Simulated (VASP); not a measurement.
A run of VASP 6.6.1:

File INCAR:

```
SYSTEM = CuO
PREC = Accurate
ENCUT = 520
EDIFF = 1E-6
ISMEAR = -1
SIGMA = 0.03
LREAL = .False.
LASPH = .True.
NELM = 150
ALGO = Normal
ISIF = 2
LWAVE = .False.
LCHARG = .True.
ISPIN = 2
MAGMOM = 0.6 0.6 0 0
LORBIT = 11
NUPDOWN = 1.2
LMAXMIX = 4
GGA = PE
LELF = .True.
LVHAR = .True.
NBANDS = 29
```

Contents of KPOINTS:

```
regular mesh
0
Gamma
  7 7 4
  0 0 0
```

File POSCAR:

```
CuO
1.0
    2.3446500000     -1.7134000000      0.0000000000
    2.3446500000      1.7134000000      0.0000000000
   -0.8605500000      0.0000000000      5.0594400000
Cu O
2 2
Direct
    0.0032000000      0.4968000000      0.0000000000
    0.4968000000      0.0032000000      0.5000000000
    0.5714000000      0.4056000000      0.2537000000
    0.4056000000      0.5714000000      0.7537000000
```

Potentials or basis: VASP PAW PBE potentials, release 64 (Cu, O).

The run is started by

```bash
$ cat potpaw_PBE.64/Cu/POTCAR potpaw_PBE.64/O/POTCAR > POTCAR
$ mpirun -np 1 vasp_std > vasp.out
```

Hardware: 1 thread of Intel Xeon 8259CL (shared host).

Task: How long does it take, and how much memory?

Result: Run time: 4 min on 1 thread of Intel Xeon 8259CL, on a shared host, peak memory 0.24 GiB. Counts: scf iterations 15, k points 60.
